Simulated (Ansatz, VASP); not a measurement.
MgSe: VASP beside Ansatz

```
CELL_PARAMETERS angstrom
0.00000 2.72550 2.72550
2.72550 0.00000 2.72550
2.72550 2.72550 0.00000
ATOMIC_POSITIONS crystal
Mg 0.00000 0.00000 0.00000
Se 0.50000 0.50000 0.50000
```

Alike in both runs: task single point; functional PBE; k mesh 8 × 8 × 8; occupations gaussian, width 0.02 eV; no spin polarisation.

|  | VASP | Ansatz |
| --- | --- | --- |
| version | VASP 6.6.1 | Ansatz 0.2.0 |
| potentials or method | VASP PAW PBE potentials, release 64 (Mg, Se), cutoff 600 eV | scalar-relativistic, plane waves, PAW |
| valence electrons in the cell | 8 | 26 |

Ansatz gave:

```
gap on the k mesh at the Fermi level (eV) : 1.82
least direct gap on the mesh (eV)         : 2.61
pressure (GPa)                            : 2.0
```

Q: What did VASP give for the same quantities?

A: gap on the k mesh at the Fermi level (eV): 1.80; least direct gap on the mesh (eV): 2.60; pressure (GPa): 1.9.

VASP's potentials hold 8 valence electrons a cell and Ansatz's 26, so a difference there can come from the potentials and not from the codes.
